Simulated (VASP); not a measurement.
Input of a VASP 6.6.1 run:

Contents of INCAR:

```
ALGO = Normal
EDIFF = 1E-6
ENCUT = 520
ISIF = 2
ISMEAR = -1
KPAR = 4
LASPH = T
LCHARG = T
LREAL = F
LVHAR = T
LWAVE = F
NBANDS = 33
NELM = 60
PREC = Accurate
SIGMA = 0.08
```

KPOINTS

```
k-points
0
Gamma
  13 13 13
```

The input POSCAR:

```
TiO2
1.0
   -1.9922425000      1.8495325000      4.7570000000
    1.8495325000     -1.9922425000      4.7570000000
    1.9354675000      1.9354675000     -4.8137750000
Ti O
2 4
Direct
    0.0000000000      0.0000000000      0.0000000000
    0.7500000000      0.2500000000      0.5000000000
    0.2066000000      0.2066000000      0.0000000000
    0.9566000000      0.4566000000      0.5000000000
    0.5434000000      0.0434000000      0.5000000000
    0.7934000000      0.7934000000      0.0000000000
```

Potentials or basis: VASP PAW LDA potentials, release 64 (Ti_sv, O).

Command:

```sh
$ cat potpaw_LDA.64/Ti_sv/POTCAR potpaw_LDA.64/O/POTCAR > POTCAR
$ mpirun -np 4 vasp_std > vasp.out
```

Problem. Predict the band gap on the k mesh.

Solution. 2.02 eV (least direct gap 2.30 eV).

Problem. What does it give for the largest force?

Solution. 0.279 eV/Å.

Problem. Predict the pressure.

Solution. -4.7 GPa.

Stress tensor (GPa, compression positive):
```
-5.86  1.78  3.01
 1.78 -5.86  3.01
 3.01  3.01 -2.30
```

Caveat: the cell differs from its parent crystal (equal xy, yz and zx shear strains of -3 %); the cell stands under tension; an odd mesh through Γ misses points on the zone boundary, where band edges can lie.
